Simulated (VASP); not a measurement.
# SiNi3 (Pm-3m) in VASP: notebook

Aim: see how the results for SiNi3 move with the level of theory and the settings. Levels: PBE, RPBE, LDA. Tasks: relaxation of cell and atoms.

Program: VASP 6.6.1. These are calculated values, not measurements. Logs are shortened: lines on timing, memory, paths and dates and some standing lists are left out, and cuts for length are marked.

## Step 1: The cell of the first run

Symmetry: Pm-3m, No. 221, cubic system. Conventional cell: a = 3.542 Å, b = 3.542 Å, c = 3.542 Å, α = 90.00°, β = 90.00°, γ = 90.00°. Within 3.3 Å of Si (site symmetry m-3m) lie 12 Ni at 2.50 Å. Ni (site symmetry 4/mmm) has 4 Si at 2.50 Å and 8 Ni at 2.50 Å within 3.3 Å.

## Step 2: Relaxation of cell and atoms, PBE, collinear spin, ferromagnetic start

Contents of INCAR:

```
ALGO = Normal ; EDIFF = 1E-6
EDIFFG = -0.01 ; ENCUT = 600
GGA = PE ; IBRION = 2
ISIF = 3 ; ISMEAR = 0
ISPIN = 2 ; LASPH = T
LCHARG = F ; LMAXMIX = 4
LORBIT = 11 ; LREAL = F
LWAVE = F ; MAGMOM = 0 1 1 1
NELM = 150 ; NSW = 80
PREC = Accurate ; SIGMA = 0.2
```

Contents of KPOINTS:

```
k-points
0
Gamma
  6 6 6
```

Contents of POSCAR:

```
SiNi3
1.0
    3.5420000000      0.0000000000      0.0000000000
    0.0000000000      3.5420000000      0.0000000000
    0.0000000000      0.0000000000      3.5420000000
Si Ni
1 3
Direct
    0.0000000000      0.0000000000      0.0000000000
    0.0000000000      0.5000000000      0.5000000000
    0.5000000000      0.0000000000      0.5000000000
    0.5000000000      0.5000000000      0.0000000000
```

Potentials or basis: VASP PAW PBE potentials, release 64 (Si, Ni).

Command:

```bash
$ cat potpaw_PBE.64/Si/POTCAR potpaw_PBE.64/Ni/POTCAR > POTCAR
$ mpirun -np 1 vasp_std > vasp.out
```

OUTCAR:

```text
EDIFF = 1E-6
   EDIFFG = -0.01
   ENCUT = 600
   GGA = PE
   IBRION = 2
   ISIF = 3
   ISMEAR = 0
   ISPIN = 2
   LASPH = T
   LORBIT = 11
   LREAL = F
   NELM = 150
   NSW = 80
   PREC = Accurate

 ion  position               nearest neighbor table
   1  0.000  0.000  0.000-   2 2.50   3 2.50   4 2.50   2 2.50   3 2.50   2 2.50   4 2.50   2 2.50
                             3 2.50   4 2.50   3 2.50   4 2.50
   2  0.000  0.500  0.500-   1 2.50   3 2.50   4 2.50   1 2.50   4 2.50   1 2.50   3 2.50   1 2.50
                             3 2.50   4 2.50   4 2.50   3 2.50
   3  0.500  0.000  0.500-   1 2.50   2 2.50   4 2.50   1 2.50   4 2.50   2 2.50   4 2.50   4 2.50
                             1 2.50   2 2.50   1 2.50   2 2.50
   4  0.500  0.500  0.000-   1 2.50   2 2.50   3 2.50   2 2.50   3 2.50   1 2.50   3 2.50   3 2.50
                             1 2.50   2 2.50   2 2.50   1 2.50

  LATTYP: Found a simple cubic cell.
 ALAT       =     3.5420000000

  Lattice vectors:

 A1 = (   3.5420000000,   0.0000000000,   0.0000000000)
 A2 = (   0.0000000000,   3.5420000000,   0.0000000000)
 A3 = (   0.0000000000,   0.0000000000,   3.5420000000)

Analysis of symmetry for initial positions (statically):
=====================================================================
 Subroutine PRICEL returns:
 Original cell was already a primitive cell.

 Routine SETGRP: Setting up the symmetry group for a
 simple cubic supercell.

 Subroutine GETGRP returns: Found 48 space group operations
 (whereof 48 operations were pure point group operations)
 out of a pool of 48 trial point group operations.

The static configuration has the point symmetry O_h .

Analysis of symmetry for dynamics (positions and initial velocities):
=====================================================================
 Subroutine PRICEL returns:
 Original cell was already a primitive cell.

 Routine SETGRP: Setting up the symmetry group for a
 simple cubic supercell.

 Subroutine GETGRP returns: Found 48 space group operations
 (whereof 48 operations were pure point group operations)
 out of a pool of 48 trial point group operations.

The dynamic configuration has the point symmetry O_h .

Analysis of structural, dynamic, and magnetic symmetry:
=====================================================================
 Subroutine PRICEL returns:
 Original cell was already a primitive cell.

 Routine SETGRP: Setting up the symmetry group for a
 simple cubic supercell.

 Subroutine GETGRP returns: Found 48 space group operations
 (whereof 48 operations were pure point group operations)
[... 117 lines left out ...]
   EFERMI_NEDOS =   21; number of points for ismear=-14 and -15
   IALGO  =     38    algorithm
   IMIX   =      4    mixing-type and parameters
     AMIX     =   0.40;   BMIX     =  1.00
     AMIX_MAG =   1.60;   BMIX_MAG =  1.00
  volume/ion in A,a.u.               =      11.11        74.97
  Fermi-wavevector in a.u.,A,eV,Ry     =   1.497336  2.829555 30.504465  2.242015
  Thomas-Fermi vector in A             =   2.609237
   LORBIT       =     11    0 simple, 1 ext, 2 COOP (PROOUT), +10 PAW based schemes
   GGA     = PE    functional components
   LHFCALC =     F    Hartree Fock is set to
   AEXX    =    0.0000 exact exchange contribution
   IVDW    =     0    specifies the selected vdW correction
   LEPSILON=     F    determine dielectric tensor
   LRPA    =     F    only Hartree local field effects (RPA)
 conjugate gradient relaxation of ions
 spin polarized calculation
 Gauss-broadening in eV      SIGMA  =   0.20
  energy-cutoff  :      600.00
  volume of cell :       44.44
 maximum number of plane-waves:      1503
   NGX = 15   NGY = 15   NGZ = 15

--------------------------------------- Ionic step        1  -------------------------------------------

 number of electron      33.9999988 magnetization      -0.0059459

 number of electron      33.9999988 magnetization       0.0000115

 Free energy of the ion-electron system (eV)
  ---------------------------------------------------
  ext. energy  EPLUGINS =         0.00000000
  ---------------------------------------------------
  free energy    TOTEN  =       -23.67146307 eV

  energy without entropy =      -23.63526039  energy(sigma->0) =      -23.65336173

------------------------ aborting loop because EDIFF is reached ----------------------------------------

  FORCE on cell =-STRESS in cart. coord.  units (eV):
  Direction    XX          YY          ZZ          XY          YZ          ZX
  --------------------------------------------------------------------------------------
  -------------------------------------------------------------------------------------
  Total       -1.6422014     -1.6422014     -1.6422014     -0.0000000     -0.0000000     -0.0000000
  in kB      -59.2094914    -59.2094914    -59.2094914     -0.0000000     -0.0000000     -0.0000000
  external PRESSURE =     -59.2094914 kB  Pullay stress =       0.0000000 kB
[... 67 lines left out ...]
 number of electron      33.9999979 magnetization      -0.0000020

 number of electron      33.9999979 magnetization       0.0000010

 Free energy of the ion-electron system (eV)
  ---------------------------------------------------
  ext. energy  EPLUGINS =         0.00000000
  ---------------------------------------------------
  free energy    TOTEN  =       -23.69671431 eV

  energy without entropy =      -23.66206776  energy(sigma->0) =      -23.67939103

 E-fermi :  10.6931     XC(G=0): -13.0953

 val. band max:       10.6787846421   @ k =   0.5000   0.0000   0.0000
 cond. band min:      10.8771432277   @ k =   0.5000   0.3333   0.3333
 fundamental gap:      0.1983585856
 Fermi energy:        10.6930819651

 spin component 1

 k-point     1 :       0.0000    0.0000    0.0000
  band No.  band energies     occupation
      1      -1.2731      1.00000
      2       5.7803      1.00000
      3       6.6023      1.00000
      4       6.6023      1.00000
      5       7.1195      1.00000
      6       7.1195      1.00000
[... 509 lines left out ...]
     22      14.6672      0.00000
     23      14.6672      0.00000
 Fermi energy:        10.6930819651

 spin component 2

 k-point     1 :       0.0000    0.0000    0.0000
  band No.  band energies     occupation
      1      -1.2731      1.00000
      2       5.7803      1.00000
      3       6.6023      1.00000
      4       6.6023      1.00000
      5       7.1195      1.00000
      6       7.1195      1.00000
[... 540 lines left out ...]
  FREE ENERGIE OF THE ION-ELECTRON SYSTEM (eV)
  ---------------------------------------------------
  free  energy   TOTEN  =       -23.6967143090 eV

  energy  without entropy=      -23.6620677564  energy(sigma->0) =      -23.67939103

 reached required accuracy - stopping structural energy minimisation

 total charge

# of ion       s       p       d       tot
------------------------------------------
    1        0.730   0.821   0.000   1.551
    2        0.484   0.569   8.410   9.464
    3        0.484   0.569   8.410   9.464
    4        0.484   0.569   8.410   9.464
--------------------------------------------------
tot          2.184   2.529  25.231  29.943

 magnetization (x)

# of ion       s       p       d       tot
------------------------------------------
    1        0.000   0.000   0.000   0.000
    2       -0.000  -0.000  -0.000  -0.000
    3       -0.000  -0.000  -0.000  -0.000
    4       -0.000  -0.000  -0.000  -0.000
--------------------------------------------------
tot          0.000   0.000  -0.000  -0.000
```

OSZICAR:

```text
N       E                     dE             d eps       ncg     rms          rms(c)
DAV:   1     0.207820709495E+03    0.20782E+03   -0.17023E+04  1856   0.215E+03
DAV:   2    -0.164923287586E+02   -0.22431E+03   -0.21384E+03  1840   0.363E+02
DAV:   3    -0.269465949322E+02   -0.10454E+02   -0.10006E+02  2092   0.105E+02
DAV:   4    -0.271382652948E+02   -0.19167E+00   -0.19126E+00  2096   0.122E+01
[... 31 lines left out ...]
DAV:   6    -0.236966954960E+02    0.87258E-04   -0.68072E-04  1968   0.277E-01    0.328E-02
DAV:   7    -0.236967094046E+02   -0.13909E-04   -0.36819E-05  2514   0.579E-02    0.233E-02
DAV:   8    -0.236967147856E+02   -0.53810E-05   -0.30878E-06  1542   0.213E-02    0.355E-03
DAV:   9    -0.236967143090E+02    0.47659E-06   -0.43228E-07   962   0.105E-02
   3 F= -.23696714E+02 E0= -.23679391E+02  d E =-.252512E-01  mag=    -0.0000
```

CONTCAR:

```text
SiNi3
   1.00000000000000
     3.5066464656150211   -0.0000000000000000   -0.0000000000000000
    -0.0000000000000000    3.5066464656150211   -0.0000000000000000
     0.0000000000000000   -0.0000000000000000    3.5066464656150211
  Si              Ni
     1     3
Direct
     0.0000000000000000    0.0000000000000000    0.0000000000000000
     0.0000000000000000    0.5000000000000000    0.5000000000000000
     0.5000000000000000    0.0000000000000000    0.5000000000000000
     0.5000000000000000    0.5000000000000000    0.0000000000000000

  0.00000000E+00  0.00000000E+00  0.00000000E+00
  0.00000000E+00  0.00000000E+00  0.00000000E+00
  0.00000000E+00  0.00000000E+00  0.00000000E+00
  0.00000000E+00  0.00000000E+00  0.00000000E+00
```

It took 1.7 min on 1 thread of AMD EPYC 7R13, shared host; peak memory 0.17 GiB.

Results:

| Quantity | Value |
| --- | --- |
| Free energy | -23.6967 eV |
| Relaxed volume | 10.78 Å³/atom |
| Relaxed cell | a = 3.507 Å, b = 3.507 Å, c = 3.507 Å, α = 90.00°, β = 90.00°, γ = 90.00° |
| Space group after relaxing (to 0.1 Å) | Pm-3m (No. 221) |
| Energy gained by relaxing | 6.3 meV/atom |
| Ionic steps | 3 |
| Pressure after relaxing | 0.0 GPa |
| Band gap on the k mesh | zero (filled and empty bands overlap) |
| Net moment | 0.00 μB per cell |
| Valence electrons inside the program's atomic spheres | Si 1.55; Ni 9.46 |

The path:
| step | energy change (eV) | largest force (eV/Å) | pressure (GPa) | volume (Å³) |
| --- | --- | --- | --- | --- |
| 1 | 0.0000 | 0.0000 | -5.92 | 44.44 |
| 2 | 0.0007 | 0.0000 | 6.75 | 41.85 |
| 3 | -0.0253 | 0.0000 | 0.00 | 43.12 |

Final structure:
```
Si Ni
1.0
     3.50665    0.00000    0.00000
     0.00000    3.50665    0.00000
     0.00000    0.00000    3.50665
Si Ni
1 3
Cartesian
  0.0000 0.0000 0.0000
  0.0000 1.7533 1.7533
  1.7533 0.0000 1.7533
  1.7533 1.7533 0.0000
```

Caveat: the moments typed at the start vanished in this run.

## Step 3: Relaxation of cell and atoms, RPBE, collinear spin, ferromagnetic start

Contents of INCAR:

```
  ALGO = Normal
  EDIFF = 1E-6
  EDIFFG = -0.01
  ENCUT = 600
  GGA = RP
  IBRION = 2
  ISIF = 3
  ISMEAR = 0
  ISPIN = 2
  LASPH = T
  LCHARG = F
  LMAXMIX = 4
  LORBIT = 11
  LREAL = F
  LWAVE = F
  MAGMOM = 0 1 1 1
  NELM = 150
  NSW = 80
  PREC = Accurate
  SIGMA = 0.2
```

KPOINTS is that of step 2.

POSCAR is that of step 2.

Potentials or basis: VASP PAW PBE potentials, release 64 (Si, Ni).

Command:

```bash
$ cat potpaw_PBE.64/Si/POTCAR potpaw_PBE.64/Ni/POTCAR > POTCAR
$ mpirun -np 1 vasp_std > vasp.out
```

OUTCAR:

```text
EDIFF = 1E-6
   EDIFFG = -0.01
   ENCUT = 600
   GGA = RP
   IBRION = 2
   ISIF = 3
   ISMEAR = 0
   ISPIN = 2
   LASPH = T
   LORBIT = 11
   LREAL = F
   NELM = 150
   NSW = 80
   PREC = Accurate

 ion  position               nearest neighbor table
   1  0.000  0.000  0.000-   2 2.50   3 2.50   4 2.50   2 2.50   3 2.50   2 2.50   4 2.50   2 2.50
                             3 2.50   4 2.50   3 2.50   4 2.50
   2  0.000  0.500  0.500-   1 2.50   3 2.50   4 2.50   1 2.50   4 2.50   1 2.50   3 2.50   1 2.50
                             3 2.50   4 2.50   4 2.50   3 2.50
   3  0.500  0.000  0.500-   1 2.50   2 2.50   4 2.50   1 2.50   4 2.50   2 2.50   4 2.50   4 2.50
                             1 2.50   2 2.50   1 2.50   2 2.50
   4  0.500  0.500  0.000-   1 2.50   2 2.50   3 2.50   2 2.50   3 2.50   1 2.50   3 2.50   3 2.50
                             1 2.50   2 2.50   2 2.50   1 2.50

  LATTYP: Found a simple cubic cell.
 ALAT       =     3.5420000000

  Lattice vectors:

 A1 = (   3.5420000000,   0.0000000000,   0.0000000000)
 A2 = (   0.0000000000,   3.5420000000,   0.0000000000)
 A3 = (   0.0000000000,   0.0000000000,   3.5420000000)

Analysis of symmetry for initial positions (statically):
=====================================================================
 Subroutine PRICEL returns:
 Original cell was already a primitive cell.

 Routine SETGRP: Setting up the symmetry group for a
[... 193 lines left out ...]
  in kB      -12.9876995    -12.9876995    -12.9876995      0.0000000      0.0000000     -0.0000000
  external PRESSURE =     -12.9876995 kB  Pullay stress =       0.0000000 kB
[... 67 lines left out ...]
 number of electron      33.9999983 magnetization       0.0000002

 number of electron      33.9999983 magnetization      -0.0000001

 Free energy of the ion-electron system (eV)
  ---------------------------------------------------
  ext. energy  EPLUGINS =         0.00000000
  ---------------------------------------------------
  free energy    TOTEN  =       -21.76526276 eV

  energy without entropy =      -21.72904791  energy(sigma->0) =      -21.74715534

 E-fermi :  10.4758     XC(G=0): -12.8787

 val. band max:       10.4589778742   @ k =   0.5000   0.0000   0.0000
 cond. band min:      10.6507350190   @ k =   0.5000   0.3333   0.3333
 fundamental gap:      0.1917571448
 Fermi energy:        10.4758476733

 spin component 1

 k-point     1 :       0.0000    0.0000    0.0000
  band No.  band energies     occupation
      1      -1.3103      1.00000
      2       5.7111      1.00000
      3       6.5196      1.00000
      4       6.5196      1.00000
      5       7.0273      1.00000
      6       7.0273      1.00000
[... 509 lines left out ...]
     22      14.3562      0.00000
     23      14.3562      0.00000
 Fermi energy:        10.4758476733

 spin component 2

 k-point     1 :       0.0000    0.0000    0.0000
  band No.  band energies     occupation
      1      -1.3103      1.00000
      2       5.7111      1.00000
      3       6.5196      1.00000
      4       6.5196      1.00000
      5       7.0273      1.00000
      6       7.0273      1.00000
[... 540 lines left out ...]
  FREE ENERGIE OF THE ION-ELECTRON SYSTEM (eV)
  ---------------------------------------------------
  free  energy   TOTEN  =       -21.7652627582 eV

  energy  without entropy=      -21.7290479133  energy(sigma->0) =      -21.74715534

 reached required accuracy - stopping structural energy minimisation

 total charge

# of ion       s       p       d       tot
------------------------------------------
    1        0.731   0.811   0.000   1.541
    2        0.472   0.545   8.391   9.408
    3        0.472   0.545   8.391   9.408
    4        0.472   0.545   8.391   9.408
--------------------------------------------------
tot          2.147   2.445  25.173  29.765

 magnetization (x)

# of ion       s       p       d       tot
------------------------------------------
    1        0.000  -0.000   0.000  -0.000
    2       -0.000   0.000  -0.000  -0.000
    3       -0.000   0.000  -0.000  -0.000
    4       -0.000   0.000  -0.000  -0.000
--------------------------------------------------
tot         -0.000  -0.000  -0.000  -0.000
```

It took 1.7 min on 1 thread of AMD EPYC 7R13, shared host; peak memory 0.17 GiB.

What came out:

| Quantity | Value |
| --- | --- |
| Free energy | -21.7653 eV |
| Relaxed volume | 11.03 Å³/atom |
| Relaxed cell | a = 3.534 Å, b = 3.534 Å, c = 3.534 Å, α = 90.00°, β = 90.00°, γ = 90.00° |
| Space group after relaxing (to 0.1 Å) | Pm-3m (No. 221) |
| Energy gained by relaxing | 0.3 meV/atom |
| Ionic steps | 3 |
| Pressure after relaxing | 0.0 GPa |
| Band gap on the k mesh | zero (filled and empty bands overlap) |
| Net moment | 0.00 μB per cell |
| Valence electrons inside the program's atomic spheres | Si 1.54; Ni 9.41 |

Step by step:
| step | energy change (eV) | largest force (eV/Å) | pressure (GPa) | volume (Å³) |
| --- | --- | --- | --- | --- |
| 1 | 0.0000 | 0.0000 | -1.30 | 44.44 |
| 2 | -0.0002 | 0.0000 | 1.23 | 43.86 |
| 3 | -0.0013 | 0.0000 | 0.03 | 44.13 |

Final structure:
```
Si Ni
1.0
     3.53384    0.00000    0.00000
     0.00000    3.53384    0.00000
     0.00000    0.00000    3.53384
Si Ni
1 3
Direct
  0.00000 0.00000 0.00000
  0.00000 0.50000 0.50000
  0.50000 0.00000 0.50000
  0.50000 0.50000 0.00000
```

Caveat: the moments typed at the start vanished in this run; the PAW data sets were made with another functional, which shifts forces and pressure a little.

## Step 4: Relaxation of cell and atoms, LDA, collinear spin, ferromagnetic start

Contents of INCAR:

```
  PREC = Accurate
  ENCUT = 600
  EDIFF = 1E-6
  ISMEAR = 0
  SIGMA = 0.2
  LREAL = False
  LASPH = True
  NELM = 150
  ALGO = Normal
  ISIF = 3
  LWAVE = False
  LCHARG = False
  ISPIN = 2
  MAGMOM = 0 1 1 1
  LORBIT = 11
  LMAXMIX = 4
  IBRION = 2
  NSW = 80
  EDIFFG = -0.01
```

Contents of KPOINTS:

```
Automatic mesh
0
Gamma
  6 6 6
```

POSCAR is that of step 3.

Potentials or basis: VASP PAW LDA potentials, release 64 (Si, Ni).

Command:

```bash
$ cat potpaw_LDA.64/Si/POTCAR potpaw_LDA.64/Ni/POTCAR > POTCAR
$ mpirun -np 1 vasp_std > vasp.out
```

Wall time 1.9 min (1 thread of AMD EPYC 7R13, shared host); peak memory 0.15 GiB.

It converged, with:

* Free energy: -27.9392 eV
* Relaxed volume: 10.08 Å³/atom
* Relaxed cell: a = 3.429 Å, b = 3.429 Å, c = 3.429 Å, α = 90.00°, β = 90.00°, γ = 90.00°
* Space group after relaxing (to 0.1 Å): Pm-3m (No. 221)
* Energy gained by relaxing: 70.0 meV/atom
* Ionic steps: 4
* Pressure after relaxing: 0.0 GPa
* Band gap on the k mesh: zero (filled and empty bands overlap)
* Net moment: 0.00 μB per cell
* Valence electrons inside the program's atomic spheres: Si 1.60; Ni 9.63

Step by step:
| step | energy change (eV) | largest force (eV/Å) | pressure (GPa) | volume (Å³) |
| --- | --- | --- | --- | --- |
| 1 | 0.0000 | 0.0000 | -19.75 | 44.44 |
| 2 | 0.1369 | 0.0000 | 35.86 | 36.20 |
| 3 | -0.2798 | 0.0000 | -0.47 | 40.41 |
| 4 | -0.2800 | 0.0000 | -0.05 | 40.33 |

Final structure:
```cif
data_structure
_symmetry_space_group_name_H-M 'P 1'
_symmetry_Int_Tables_number 1
_cell_length_a 3.4294
_cell_length_b 3.4294
_cell_length_c 3.4294
_cell_angle_alpha 90.000
_cell_angle_beta 90.000
_cell_angle_gamma 90.000
_cell_volume 40.33
loop_
_atom_site_label
_atom_site_type_symbol
_atom_site_fract_x
_atom_site_fract_y
_atom_site_fract_z
_atom_site_occupancy
Si1 Si 0.00000 0.00000 0.00000 1
Ni1 Ni 0.00000 0.50000 0.50000 1
Ni2 Ni 0.50000 0.00000 0.50000 1
Ni3 Ni 0.50000 0.50000 0.00000 1
```

Levels at points of the mesh, in eV from the Fermi level:
Spin up:
| k point | band 14 | band 15 | band 16 | band 17 | band 18 | band 19 | band 20 | band 21 |
| --- | --- | --- | --- | --- | --- | --- | --- | --- |
| (0.00, 0.00, 0.00) | -0.70 | -0.70 | -0.36 | -0.01 | -0.01 | -0.01 | 5.41 | 6.66 |
| (0.50, 0.00, 0.00) | -1.45 | -1.30 | -0.63 | -0.01 | 3.85 | 3.85 | 5.41 | 5.41 |
| (0.50, 0.50, 0.00) | -1.60 | -1.27 | -1.15 | -1.10 | 0.69 | 0.69 | 6.00 | 6.65 |
| (0.50, 0.50, 0.50) | -1.42 | -1.42 | -0.53 | -0.27 | -0.27 | -0.27 | 1.47 | 4.28 |
Spin down:
```
           k point  band 15  band 16  band 17  band 18  band 19  band 20
(0.00, 0.00, 0.00)    -0.70    -0.36    -0.01    -0.01    -0.01     5.41
(0.50, 0.00, 0.00)    -1.30    -0.63    -0.01     3.85     3.85     5.41
(0.50, 0.50, 0.00)    -1.27    -1.15    -1.10     0.69     0.69     6.00
(0.50, 0.50, 0.50)    -1.42    -0.53    -0.27    -0.27    -0.27     1.47
```

Caveat: the moments typed at the start vanished in this run.

## Step 5: The runs side by side

```tsv
level	potentials or basis	gap on the mesh (eV)	pressure (GPa)	moment (μB)	relaxed volume (Å³/atom)
PBE	VASP PAW PBE potentials, release 64 (Si, Ni)	none	0.0	0.00	10.78
RPBE	VASP PAW PBE potentials, release 64 (Si, Ni)	none	0.0	0.00	11.03
LDA	VASP PAW LDA potentials, release 64 (Si, Ni)	none	0.0	0.00	10.08
```

Alike in all rows: task relaxation of cell and atoms; spin collinear, ferromagnetic start; cell relaxed; k mesh 6 × 6 × 6; cutoff (eV) 600; smearing gaussian 0.2 eV.

Caveats: the moments typed at the start vanished in this run; the PAW data sets were made with another functional, which shifts forces and pressure a little (at least some runs).

Total energies depend on the potentials used, so only differences within one code and one set of settings carry meaning.

The gap in the log of VASP goes by the Fermi energy; the results here count the filled bands.